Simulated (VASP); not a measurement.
# SnSe (Fm-3m) in VASP: further runs

SnSe is run at these levels: PBE; tasks: single point.

Everything below comes from runs of VASP 6.6.1. Logs are shortened: lines on timing, memory, paths and dates and some standing lists are left out, and cuts for length are marked.

### Step 1. The cell of the first run

The structure is cubic, space group Fm-3m (No. 225). Conventional cell: a = 5.884 Å, b = 5.884 Å, c = 5.884 Å, α = 90.00°, β = 90.00°, γ = 90.00°. Sn (site symmetry m-3m) has 6 Se at 2.94 Å within 3.9 Å. Se (site symmetry m-3m) has 6 Sn at 2.94 Å within 3.9 Å.

### Step 2. Single point, PBE (strain -2.0%)

INCAR reads:

```
SYSTEM = SnSe
PREC = Accurate
ENCUT = 500
EDIFF = 1E-6
ISMEAR = -1
SIGMA = 0.02
LREAL = .False.
LASPH = .True.
NELM = 120
ALGO = Normal
ISIF = 2
LWAVE = .False.
LCHARG = .False.
GGA = PE
NBANDS = 17
GGA_COMPAT = .False.
```

KPOINTS reads:

```
regular mesh
0
Gamma
  8 8 8
  0 0 0
```

POSCAR reads:

```
SnSe
1.0
    0.0000000000      2.9420708907      2.9420708907
    2.9420708907      0.0000000000      2.9420708907
    2.9420708907      2.9420708907      0.0000000000
Sn Se
1 1
Direct
    0.0000000000      0.0000000000      0.0000000000
    0.5000000000      0.5000000000      0.5000000000
```

Potentials or basis: VASP PAW PBE potentials, release 64 (Sn_d, Se).

Launch:

```bash
$ cat potpaw_PBE.64/Sn_d/POTCAR potpaw_PBE.64/Se/POTCAR > POTCAR
$ mpirun -np 1 vasp_std > vasp.out
```

OUTCAR:

```text
SYSTEM = SnSe
   PREC = Accurate
   ENCUT = 500
   EDIFF = 1E-6
   ISMEAR = -1
   LREAL = .False.
   LASPH = .True.
   NELM = 120
   ISIF = 2
   GGA = PE

 ion  position               nearest neighbor table
   1  0.000  0.000  0.000-   2 2.94   2 2.94   2 2.94   2 2.94   2 2.94   2 2.94
   2  0.500  0.500  0.500-   1 2.94   1 2.94   1 2.94   1 2.94   1 2.94   1 2.94

  LATTYP: Found a face centered cubic cell.
 ALAT       =     5.8841417814

  Lattice vectors:

 A1 = (   0.0000000000,   2.9420708907,   2.9420708907)
 A2 = (   2.9420708907,   0.0000000000,   2.9420708907)
 A3 = (   2.9420708907,   2.9420708907,   0.0000000000)

Analysis of symmetry for initial positions (statically):
=====================================================================
 Subroutine PRICEL returns:
 Original cell was already a primitive cell.

 Routine SETGRP: Setting up the symmetry group for a
 face centered cubic supercell.

 Subroutine GETGRP returns: Found 48 space group operations
 (whereof 48 operations were pure point group operations)
 out of a pool of 48 trial point group operations.

The static configuration has the point symmetry O_h .

Analysis of symmetry for dynamics (positions and initial velocities):
=====================================================================
 Subroutine PRICEL returns:
 Original cell was already a primitive cell.

 Routine SETGRP: Setting up the symmetry group for a
 face centered cubic supercell.

 Subroutine GETGRP returns: Found 48 space group operations
 (whereof 48 operations were pure point group operations)
 out of a pool of 48 trial point group operations.

The dynamic configuration has the point symmetry O_h .

 Subroutine INISYM returns: Found 48 space group operations
 (whereof 48 operations are pure point group operations),
 and found     1 'primitive' translations

----------------------------------------------------------------------------------------

                                     Primitive cell

  volume of cell :      50.9318

  direct lattice vectors                    reciprocal lattice vectors
     0.000000000  2.942070891  2.942070891    -0.169948318  0.169948318  0.169948318
     2.942070891  0.000000000  2.942070891     0.169948318 -0.169948318  0.169948318
[... 75 lines left out ...]
 SYSTEM =  SnSe
   PREC   = accura    normal or accurate (medium, high low for compatibility)
   ISTART =      0    job   : 0-new  1-cont  2-samecut
   ICHARG =      2    charge: 1-file 2-atom 10-const
   ISPIN  =      1    spin polarized calculation?
   LNONCOLLINEAR =      F non collinear calculations
   LSORBIT =      F    spin-orbit coupling
   LASPH  =      T    aspherical Exc in radial PAW
   ENCUT  =  500.0 eV  36.75 Ry    6.06 a.u.   7.59  7.59  7.59*2*pi/ulx,y,z
   NELM   =    120;   NELMIN=  2; NELMDL= -5     # of ELM steps
   EDIFF  = 0.1E-05   stopping-criterion for ELM
   LREAL  =      F    real-space projection
   EDIFFG = 0.1E-04   stopping-criterion for IOM
   NSW    =      0    number of steps for IOM
   IBRION =     -1    ionic relax: 0-MD 1-quasi-New 2-CG
   NFREE  =      0    steps in history (QN), initial steepest desc. (CG)
   ISIF   =      2    stress and relaxation
   ISYM   =      2    0-nonsym 1-usesym 2-fastsym
   POTIM  = 0.5000    time-step for ionic-motion
   TEBEG  =    0.0;   TEEND  =   0.0 temperature during run
   PSTRESS=    0.0 pullay stress
   NELECT =      20.0000    total number of electrons
   NUPDOWN=      -1.0000    fix difference up-down
   EMIN   =  10.00;   EMAX   =-10.00  energy-range for DOS
   EFERMI =   0.00;   METHOD = LEGACY
   ISMEAR =    -1;   SIGMA  =   0.02  broadening in eV -4-tet -1-fermi 0-gaus
   EFERMI_NEDOS =   21; number of points for ismear=-14 and -15
   IALGO  =     38    algorithm
   IMIX   =      4    mixing-type and parameters
     AMIX     =   0.40;   BMIX     =  1.00
     AMIX_MAG =   1.60;   BMIX_MAG =  1.00
  volume/ion in A,a.u.               =      25.47       171.85
  Fermi-wavevector in a.u.,A,eV,Ry     =   1.198823  2.265447 19.553971  1.437176
  Thomas-Fermi vector in A             =   2.334702
   LORBIT       =      0    0 simple, 1 ext, 2 COOP (PROOUT), +10 PAW based schemes
   GGA     = PE    functional components
   LHFCALC =     F    Hartree Fock is set to
   AEXX    =    0.0000 exact exchange contribution
   IVDW    =     0    specifies the selected vdW correction
   LEPSILON=     F    determine dielectric tensor
   LRPA    =     F    only Hartree local field effects (RPA)
 non-spin polarized calculation
  energy-cutoff  :      500.00
  volume of cell :       50.93
 maximum number of plane-waves:      1308
   NGX = 15   NGY = 15   NGZ = 15

 number of electron      20.0000011 magnetization

 Free energy of the ion-electron system (eV)
  ---------------------------------------------------
  ext. energy  EPLUGINS =         0.00000000
  ---------------------------------------------------
  free energy    TOTEN  =        -8.15284966 eV

  energy without entropy =       -8.15284966  energy(sigma->0) =       -8.15284966

 E-fermi :   6.6927     XC(G=0):  -9.9154

 val. band max:        6.3186037424   @ k =   0.5000   0.0000   0.0000
 cond. band min:       7.0850286804   @ k =  -0.3750   0.1250   0.0000
 fundamental gap:      0.7664249380
 Fermi energy:         6.6927095048

 k-point     1 :       0.0000    0.0000    0.0000
  band No.  band energies     occupation
      1     -15.2267      2.00000
      2     -15.2267      2.00000
      3     -15.2258      2.00000
      4     -15.2258      2.00000
      5     -15.2258      2.00000
      6      -7.9817      2.00000
[... 457 lines left out ...]
      4     -15.2143      2.00000
      5     -15.2072      2.00000
      6      -6.7133      2.00000
[... 9 lines left out ...]
     16      17.3810      0.00000
     17      17.4067      0.00000

 [... further k-points ...]
[... 5 lines left out ...]
  --------------------------------------------------------------------------------------
  -------------------------------------------------------------------------------------
  Total        1.6193441      1.6193441      1.6193441      0.0000000      0.0000000      0.0000000
  in kB       50.9401637     50.9401637     50.9401637      0.0000000      0.0000000      0.0000000
  external PRESSURE =      50.9401637 kB  Pullay stress =       0.0000000 kB

 VOLUME and BASIS-vectors are now :
 -----------------------------------------------------------------------------
  energy-cutoff  :      500.00
  volume of cell :       50.93
      direct lattice vectors                 reciprocal lattice vectors
     0.000000000  2.942070891  2.942070891    -0.169948318  0.169948318  0.169948318
     2.942070891  0.000000000  2.942070891     0.169948318 -0.169948318  0.169948318
     2.942070891  2.942070891  0.000000000     0.169948318  0.169948318 -0.169948318

 POSITION                                       TOTAL-FORCE (eV/Angst)
 -----------------------------------------------------------------------------------
      0.00000      0.00000      0.00000         0.000000     -0.000000     -0.000000
      2.94207      2.94207      2.94207        -0.000000      0.000000      0.000000
 -----------------------------------------------------------------------------------
    total drift:                               -0.000000      0.000000      0.000000

  FREE ENERGIE OF THE ION-ELECTRON SYSTEM (eV)
  ---------------------------------------------------
  free  energy   TOTEN  =        -8.1528496557 eV

  energy  without entropy=       -8.1528496555  energy(sigma->0) =       -8.15284966
```

OSZICAR:

```text
N       E                     dE             d eps       ncg     rms          rms(c)
DAV:   1     0.130468906097E+03    0.13047E+03   -0.95180E+03   996   0.143E+03
DAV:   2     0.344671558936E+01   -0.12702E+03   -0.12305E+03  1082   0.342E+02
DAV:   3    -0.801464865274E+01   -0.11461E+02   -0.11393E+02  1175   0.913E+01
DAV:   4    -0.829359925475E+01   -0.27895E+00   -0.27882E+00  1182   0.151E+01
DAV:   5    -0.830122313637E+01   -0.76239E-02   -0.76233E-02  1380   0.240E+00    0.345E+00
DAV:   6    -0.815352635286E+01    0.14770E+00   -0.33997E-01  1411   0.354E+00    0.211E+00
DAV:   7    -0.815120874515E+01    0.23176E-02   -0.72497E-02  1167   0.124E+00    0.950E-01
DAV:   8    -0.815287829303E+01   -0.16695E-02   -0.72570E-03  1229   0.770E-01    0.919E-02
DAV:   9    -0.815280872301E+01    0.69570E-04   -0.10268E-03  1445   0.293E-01    0.456E-02
DAV:  10    -0.815284483949E+01   -0.36116E-04   -0.13298E-04  1179   0.674E-02    0.112E-02
DAV:  11    -0.815284950327E+01   -0.46638E-05   -0.19419E-05  1284   0.393E-02    0.390E-03
DAV:  12    -0.815284965573E+01   -0.15245E-06   -0.99728E-07   871   0.104E-02
   1 F= -.81528497E+01 E0= -.81528497E+01  d E =-.236193E-09
```

stdout:

```text
POSCAR found type information on POSCAR SnSe
 POSCAR found :  2 types and       2 ions
 scaLAPACK will be used
 LDA part: xc-table for (Slater+PW92), standard interpolation
 POSCAR, INCAR and KPOINTS ok, starting setup
 FFT: planning ... GRIDC
 FFT: planning ... GRID_SOFT
 FFT: planning ... GRID
 WAVECAR not read
 entering main loop
```

It took 35 s on 1 thread of Intel Xeon 8259CL, shared host; peak memory 0.18 GiB.

What came out:

```
Free energy            : -8.1528 eV
Pressure               : 5.1 GPa
Band gap on the k mesh : 0.77 eV (least direct gap 0.90 eV)
```

Caveat: the cell differs from its parent crystal (strain -2.0%); the cell stands under pressure; spin-orbit coupling is left out, which moves the levels of the heavy elements.

### Step 3. Single point, PBE (strain -1.0%)

INCAR reads:

```
ALGO = Normal
EDIFF = 1E-6
ENCUT = 500
GGA = PE
GGA_COMPAT = False
ISIF = 2
ISMEAR = -1
LASPH = True
LCHARG = False
LREAL = False
LWAVE = False
NBANDS = 17
NELM = 120
PREC = Accurate
SIGMA = 0.02
```

KPOINTS reads:

```
k-points
0
Gamma
  8 8 8
```

POSCAR reads:

```
SnSe
1.0
    0.0000000000      2.9720920222      2.9720920222
    2.9720920222      0.0000000000      2.9720920222
    2.9720920222      2.9720920222      0.0000000000
Sn Se
1 1
Direct
    0.0000000000      0.0000000000      0.0000000000
    0.5000000000      0.5000000000      0.5000000000
```

Potentials or basis: VASP PAW PBE potentials, release 64 (Sn_d, Se).

Launch:

```bash
$ cat potpaw_PBE.64/Sn_d/POTCAR potpaw_PBE.64/Se/POTCAR > POTCAR
$ mpirun -np 1 vasp_std > vasp.out
```

Wall time 36 s (1 thread of Intel Xeon 8259CL, shared host); peak memory 0.19 GiB.

The run converged. Its results:

```
Free energy            : -8.1933 eV
Pressure               : 3.1 GPa
Band gap on the k mesh : 0.72 eV (least direct gap 0.75 eV)
```

Levels at points of the mesh, in eV from the valence-band top:
```
           k point  band 6  band 7  band 8  band 9  band 10  band 11  band 12  band 13  band 14  band 15
(0.00, 0.00, 0.00)  -14.10   -4.91   -2.27   -2.27    -2.27     4.49     4.49     4.49     5.85     5.85
(0.50, 0.00, 0.00)  -13.09   -8.22   -2.02   -2.02     0.00     0.75     1.26     1.26     8.38    10.28
(0.50, 0.50, 0.00)  -12.77   -5.98   -5.71   -3.79    -3.79     2.93     5.60     5.60     6.25    10.60
```

Caveat: the cell differs from its parent crystal (strain -1.0%); the cell stands under pressure; spin-orbit coupling is left out, which moves the levels of the heavy elements.
